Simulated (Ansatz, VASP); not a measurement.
## One calculation of Zr, two programs

Contents of INCAR:

```
SYSTEM = Zr
ALGO = Normal
EDIFF = 1E-6
ENCUT = 520
GGA = PS
ISIF = 2
ISMEAR = -1
LASPH = .TRUE.
LCHARG = .TRUE.
LELF = .TRUE.
LREAL = .FALSE.
LVHAR = .TRUE.
LWAVE = .FALSE.
NBANDS = 19
NELM = 60
PREC = Accurate
SIGMA = 0.1
```

KPOINTS

```
k-points
0
G
  19 19 10
  0 0 0
```

POSCAR

```
Zr
1.0
    3.1407813927      0.0000000000      0.0000000000
   -1.5703906963      2.7199964738      0.0000000000
    0.0000000000      0.0000000000      5.0494031468
Zr
2
Direct
    0.3333333333      0.6666666667      0.2500000000
    0.6666666667      0.3333333333      0.7500000000
```

Input for Ansatz:

```yaml
crystal:
  lattice:
    - [3.1407813696, 0.0, 0.0]
    - [-1.5703906848, 2.7199964538, 0.0]
    - [0.0, 0.0, 5.0494031899]
  atoms:
    - { symbol: Zr, position: [0.3333333333, 0.6666666667, 0.25] }
    - { symbol: Zr, position: [0.6666666667, 0.3333333333, 0.75] }
hamiltonian:
  xc: pbesol
  pseudopotentials:
    kind: paw
    azcp:
      Zr: "pseudopotentials/Zr.paw.azcp"
basis:
  ecutwfc: 420
  fft_grid_basis: typed
kpoints:
  mp_grid: { grid: [19, 19, 10], shift: [0, 0, 0] }
magnetization:
  spin_polarized: false
scf:
  occupations: { method: fermi_dirac, width: 0.1 }
output:
  stress: true
```

Alike in both runs: task single point; functional PBEsol; k mesh 19 × 19 × 10; occupations fermi-dirac, width 0.1 eV; no spin polarisation.

|  | VASP | Ansatz |
| --- | --- | --- |
| version | VASP 6.6.1 | Ansatz 0.2.0 |
| potentials or method | VASP PAW PBE potentials, release 64 (Zr_sv), cutoff 520 eV | plane waves (420 eV) with PAW, scalar-relativistic |
| valence electrons in the cell | 24 | 24 |

```csv
,VASP,Ansatz,Ansatz less VASP
pressure (GPa),4.4,4.3,-0.07
"traceless stress, the component that is largest in VASP (GPa)",0.40,0.41,+0.003
```

VASP's potentials were made for PBE, not for PBEsol, and Ansatz warns of the same on its side.
